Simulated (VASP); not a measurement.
# Al2O3: relaxation of cell and atoms with PBE

Crystal: Al2O3.

```
Al O
1.0
     2.37850    1.37323    4.32923
    -2.37850    1.37323    4.32923
     0.00000   -2.74646    4.32923
Al O
4 6
Direct
  0.85218 0.85218 0.85218
  0.64782 0.64782 0.64782
  0.14782 0.14782 0.14782
  0.35218 0.35218 0.35218
  0.05625 0.44375 0.75000
  0.75000 0.05625 0.44375
  0.44375 0.75000 0.05625
  0.94375 0.55625 0.25000
  0.25000 0.94375 0.55625
  0.55625 0.25000 0.94375
```

```yaml
Program: VASP 6.6.1
Task: relaxation of cell and atoms
Functional: PBE
Potentials_or_basis: VASP PAW PBE potentials, release 64 (Al, O)
Cutoff: 600 eV
k_mesh: 6 × 6 × 6
Occupations: gaussian, width 0.1 eV
Spin: no spin polarisation
Dipole_correction: no
Further_INCAR_settings: ALGO = Normal; EDIFF = 1e-07; IBRION = 2; EDIFFG = -0.04; NSW = 90; ISIF = 3
```

The relaxed volume is 8.74 Å³/atom, the relaxed cell is a = 5.177 Å, b = 5.177 Å, c = 5.177 Å, α = 55.33°, β = 55.33°, γ = 55.33° and the space group after relaxing (to 0.1 Å) is R-3c (No. 167). The energy gained by relaxing is 5.9 meV/atom. The ionic steps are 3 and the pressure after relaxing is 0.0 GPa. The largest force after relaxing is 0.022 eV/Å and the band gap on the k mesh is 5.86 eV.

Forces on the atoms (eV/Å):
```
Al   0.000  0.000  0.008
Al   0.000  0.000 -0.008
Al   0.000  0.000 -0.008
Al   0.000  0.000  0.008
O   -0.022  0.000  0.000
O    0.011 -0.019  0.000
O    0.011  0.019  0.000
O    0.022  0.000  0.000
O   -0.011  0.019  0.000
O   -0.011 -0.019  0.000
```

Stress tensor (GPa, compression positive):
```
-0.09  0.00  0.00
 0.00 -0.09  0.00
 0.00  0.00  0.16
```

Step by step:
| step | energy change (eV) | largest force (eV/Å) | pressure (GPa) | volume (Å³) |
| --- | --- | --- | --- | --- |
| 1 | 0.0000 | 0.0255 | 7.42 | 84.84 |
| 2 | -0.0153 | 0.0580 | -5.76 | 89.76 |
| 3 | -0.0586 | 0.0217 | -0.01 | 87.44 |

Final structure:
```xyz
10
Lattice="2.4034 1.3876 4.3697 -2.4034 1.3876 4.3697 0.0000 -2.7752 4.3697" Properties=species:S:1:pos:R:3 pbc="T T T"
Al    0.0000    0.0000   11.1707
Al    0.0000    0.0000    8.4931
Al    0.0000    0.0000    1.9385
Al    0.0000    0.0000    4.6161
O    -0.9307   -1.3876    5.4622
O     1.6671   -0.1122    5.4622
O    -0.7363    1.4998    5.4622
O     0.9307    1.3876    7.6470
O    -1.6671    0.1122    7.6470
O     0.7363   -1.4998    7.6470
```

Levels at points of the mesh, in eV from the valence-band top:
```tsv
k point	band 20	band 21	band 22	band 23	band 24	band 25	band 26	band 27	band 28	band 29
(0.00, 0.00, 0.00)	-0.47	-0.47	-0.04	-0.04	0.00	5.86	8.91	10.38	11.28	11.28
(0.50, 0.00, 0.00)	-1.29	-0.87	-0.87	-0.25	-0.25	9.15	9.15	9.36	9.36	11.61
(0.50, 0.50, 0.00)	-1.25	-0.98	-0.88	-0.70	-0.24	9.37	9.49	9.63	10.14	10.92
(0.50, 0.50, 0.50)	-1.93	-0.36	-0.36	-0.36	-0.36	8.36	8.36	10.85	10.85	12.10
```

Run time: 2.2 min on 1 thread of Intel(R) Xeon(R) 6975P-C (Granite Rapids), with other jobs on the host, peak memory 0.29 GiB.

PBE usually gives volumes a little too large and moduli too small. Zero-point motion and thermal expansion aren't in these numbers.
